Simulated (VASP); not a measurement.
# Ni (Fm-3m) in VASP: single point with LDA

Aim: the single point of Ni with LDA.

Everything below comes from runs of VASP 6.6.1. Logs are shortened: lines on timing, memory, paths and dates and some standing lists are left out, and cuts for length are marked.

### Step 1. The cell of the first run

Symmetry: Fm-3m, No. 225, cubic system. Conventional cell: a = 3.517 Å, b = 3.517 Å, c = 3.517 Å, α = 90.00°, β = 90.00°, γ = 90.00°. Within 3.3 Å of Ni (site symmetry m-3m) lie 12 Ni at 2.49 Å.

### Step 2. Single point, LDA, collinear spin, ferromagnetic start

File INCAR:

```
PREC = Accurate ; ENCUT = 690
EDIFF = 1E-6 ; ISMEAR = 0
SIGMA = 0.1 ; LREAL = False
LASPH = True ; NELM = 200
ALGO = Normal ; ISIF = 2
LWAVE = False ; LCHARG = False
ISPIN = 2 ; MAGMOM = 0.2
LORBIT = 11 ; LMAXMIX = 4
NBANDS = 19 ; GGA_COMPAT = False
```

File KPOINTS:

```
regular mesh
0
Gamma
  12 12 12
```

File POSCAR:

```
Ni
1.0
    0.0000000000      1.7584000000      1.7584000000
    1.7584000000      0.0000000000      1.7584000000
    1.7584000000      1.7584000000      0.0000000000
Ni
1
Direct
    0.0000000000      0.0000000000      0.0000000000
```

Potentials or basis: VASP PAW LDA potentials, release 64 (Ni_sv_GW).

Launch:

```
cat potpaw_LDA.64/Ni_sv_GW/POTCAR > POTCAR
mpirun -np 1 vasp_std > vasp.out
```

OUTCAR:

```text
PREC = Accurate
   ENCUT = 690
   EDIFF = 1E-6
   ISMEAR = 0
   LREAL = False
   LASPH = True
   NELM = 200
   ISIF = 2
   ISPIN = 2
   LORBIT = 11

 ion  position               nearest neighbor table
   1  0.000  0.000  0.000-

  LATTYP: Found a face centered cubic cell.
 ALAT       =     3.5168000000

  Lattice vectors:

 A1 = (   0.0000000000,   1.7584000000,   1.7584000000)
 A2 = (   1.7584000000,   0.0000000000,   1.7584000000)
 A3 = (   1.7584000000,   1.7584000000,   0.0000000000)

Analysis of symmetry for initial positions (statically):
=====================================================================
 Subroutine PRICEL returns:
 Original cell was already a primitive cell.

 Routine SETGRP: Setting up the symmetry group for a
 face centered cubic supercell.

 Subroutine GETGRP returns: Found 48 space group operations
 (whereof 48 operations were pure point group operations)
 out of a pool of 48 trial point group operations.

The static configuration has the point symmetry O_h .

Analysis of symmetry for dynamics (positions and initial velocities):
=====================================================================
 Subroutine PRICEL returns:
 Original cell was already a primitive cell.

 Routine SETGRP: Setting up the symmetry group for a
 face centered cubic supercell.

 Subroutine GETGRP returns: Found 48 space group operations
 (whereof 48 operations were pure point group operations)
 out of a pool of 48 trial point group operations.

The dynamic configuration has the point symmetry O_h .

Analysis of structural, dynamic, and magnetic symmetry:
=====================================================================
 Subroutine PRICEL returns:
 Original cell was already a primitive cell.

 Routine SETGRP: Setting up the symmetry group for a
 face centered cubic supercell.

 Subroutine GETGRP returns: Found 48 space group operations
 (whereof 48 operations were pure point group operations)
 out of a pool of 48 trial point group operations.

The overall configuration has the point symmetry O_h .

 Subroutine INISYM returns: Found 48 space group operations
 (whereof 48 operations are pure point group operations),
 and found     1 'primitive' translations

----------------------------------------------------------------------------------------

                                     Primitive cell

  volume of cell :      10.8738

  direct lattice vectors                    reciprocal lattice vectors
     0.000000000  1.758400000  1.758400000    -0.284349409  0.284349409  0.284349409
     1.758400000  0.000000000  1.758400000     0.284349409 -0.284349409  0.284349409
     1.758400000  1.758400000  0.000000000     0.284349409  0.284349409 -0.284349409
[... 95 lines left out ...]
   EMIN   =  10.00;   EMAX   =-10.00  energy-range for DOS
   EFERMI =   0.00;   METHOD = LEGACY
   ISMEAR =     0;   SIGMA  =   0.10  broadening in eV -4-tet -1-fermi 0-gaus
   EFERMI_NEDOS =   21; number of points for ismear=-14 and -15
   IALGO  =     38    algorithm
   IMIX   =      4    mixing-type and parameters
     AMIX     =   0.40;   BMIX     =  1.00
     AMIX_MAG =   1.60;   BMIX_MAG =  1.00
  volume/ion in A,a.u.               =      10.87        73.38
  Fermi-wavevector in a.u.,A,eV,Ry     =   1.936591  3.659627 51.027101  3.750386
  Thomas-Fermi vector in A             =   2.967378
   LORBIT       =     11    0 simple, 1 ext, 2 COOP (PROOUT), +10 PAW based schemes
   GGA     = CA    functional components
   LHFCALC =     F    Hartree Fock is set to
   AEXX    =    0.0000 exact exchange contribution
   IVDW    =     0    specifies the selected vdW correction
   LEPSILON=     F    determine dielectric tensor
   LRPA    =     F    only Hartree local field effects (RPA)
 spin polarized calculation
 Gauss-broadening in eV      SIGMA  =   0.10
  energy-cutoff  :      690.00
  volume of cell :       10.87
 maximum number of plane-waves:       459
 NGX is ok and might be reduce to    24
   NGX = 11   NGY = 11   NGZ = 11

 number of electron      18.0000007 magnetization       0.6142891

 Free energy of the ion-electron system (eV)
  ---------------------------------------------------
  ext. energy  EPLUGINS =         0.00000000
  ---------------------------------------------------
  free energy    TOTEN  =        -7.41500093 eV

  energy without entropy =       -7.40361574  energy(sigma->0) =       -7.40930833

 E-fermi :   7.4312     XC(G=0): -14.3244

 val. band max:        7.4301941568   @ k =   0.5000   0.1667   0.0833
 cond. band min:       7.4342262901   @ k =   0.4167   0.2500   0.0833
 fundamental gap:      0.0040321333
 Fermi energy:         7.4312182794

 spin component 1

 k-point     1 :       0.0000    0.0000    0.0000
  band No.  band energies     occupation
      1     -95.0528      1.00000
      2     -55.9079      1.00000
      3     -55.9079      1.00000
      4     -55.9079      1.00000
      5      -1.6535      1.00000
      6       5.0521      1.00000
[... 517 lines left out ...]
     18      49.1917      0.00000
     19      50.1555      0.00000

 [... further k-points ...]

 spin component 2

 k-point     1 :       0.0000    0.0000    0.0000
  band No.  band energies     occupation
      1     -94.3010      1.00000
      2     -55.1778      1.00000
      3     -55.1778      1.00000
      4     -55.1778      1.00000
      5      -1.6184      1.00000
      6       5.6867      1.00000
[... 517 lines left out ...]
     18      49.3003      0.00000
     19      50.2820      0.00000

 [... further k-points ...]
[... 5 lines left out ...]
  --------------------------------------------------------------------------------------
  -------------------------------------------------------------------------------------
  Total       -1.1854621     -1.1854621     -1.1854621      0.0000000     -0.0000000      0.0000000
  in kB     -174.6687541   -174.6687541   -174.6687541      0.0000000     -0.0000000      0.0000000
  external PRESSURE =    -174.6687541 kB  Pullay stress =       0.0000000 kB

 VOLUME and BASIS-vectors are now :
 -----------------------------------------------------------------------------
  energy-cutoff  :      690.00
  volume of cell :       10.87
      direct lattice vectors                 reciprocal lattice vectors
     0.000000000  1.758400000  1.758400000    -0.284349409  0.284349409  0.284349409
     1.758400000  0.000000000  1.758400000     0.284349409 -0.284349409  0.284349409
     1.758400000  1.758400000  0.000000000     0.284349409  0.284349409 -0.284349409

 POSITION                                       TOTAL-FORCE (eV/Angst)
 -----------------------------------------------------------------------------------
      0.00000      0.00000      0.00000        -0.000000     -0.000000     -0.000000
 -----------------------------------------------------------------------------------
    total drift:                               -0.000000      0.000000      0.000000

  FREE ENERGIE OF THE ION-ELECTRON SYSTEM (eV)
  ---------------------------------------------------
  free  energy   TOTEN  =        -7.4150009307 eV

  energy  without entropy=       -7.4036157380  energy(sigma->0) =       -7.40930833

 total charge

# of ion       s       p       d       f       tot
--------------------------------------------------
    1        2.241   6.291   7.814   0.005  16.351

 magnetization (x)

# of ion       s       p       d       f       tot
--------------------------------------------------
    1       -0.001  -0.012   0.657  -0.000   0.643
```

OSZICAR:

```text
N       E                     dE             d eps       ncg     rms          rms(c)
DAV:   1     0.186036417088E+03    0.18604E+03   -0.99282E+03  7764   0.384E+03
DAV:   2    -0.235490233262E+01   -0.18839E+03   -0.17663E+03  8499   0.818E+02
DAV:   3    -0.101406206470E+02   -0.77857E+01   -0.77030E+01  8676   0.222E+02
DAV:   4    -0.102481582398E+02   -0.10754E+00   -0.10750E+00  8639   0.143E+01
DAV:   5    -0.102495393414E+02   -0.13811E-02   -0.13810E-02  8255   0.124E+00    0.147E+01
DAV:   6    -0.909696683494E+01    0.11526E+01   -0.10416E+01  6263   0.313E+02    0.108E+01
DAV:   7    -0.748397912395E+01    0.16130E+01   -0.46733E+00  6345   0.164E+02    0.261E+00
DAV:   8    -0.741415023302E+01    0.69829E-01   -0.70277E-02  9719   0.135E+01    0.421E-01
DAV:   9    -0.741476666712E+01   -0.61643E-03   -0.15414E-03  9003   0.193E+00    0.203E-01
DAV:  10    -0.741493733609E+01   -0.17067E-03   -0.26322E-04  7657   0.106E+00    0.900E-02
DAV:  11    -0.741499695469E+01   -0.59619E-04   -0.36823E-05  9010   0.272E-01    0.276E-02
DAV:  12    -0.741500059291E+01   -0.36382E-05   -0.70470E-07  4295   0.507E-02    0.653E-03
DAV:  13    -0.741500093071E+01   -0.33781E-06   -0.40293E-07  3834   0.327E-02
   1 F= -.74150009E+01 E0= -.74093083E+01  d E =-.113852E-01  mag=     0.6151
```

stdout:

```text
POSCAR found type information on POSCAR Ni
 POSCAR found :  1 types and       1 ions
 scaLAPACK will be used
 LDA part: xc-table for (Slater(with rela. corr.)+CA(PZ))
 , standard interpolation
 POSCAR, INCAR and KPOINTS ok, starting setup
 FFT: planning ... GRIDC
 FFT: planning ... GRID_SOFT
 FFT: planning ... GRID
 WAVECAR not read
 entering main loop
```

Run time: 41 s. Hardware: 1 thread of Intel Xeon 6975P-C (Granite Rapids), shared host; peak memory 0.17 GiB.

Results:

* Free energy: -7.4150 eV
* Pressure: -17.5 GPa
* Net moment: 0.61 μB per cell
* Site moments: Ni +0.64 μB
* Valence electrons inside the program's atomic spheres: Ni 16.35

Caveat: the cell stands under tension.
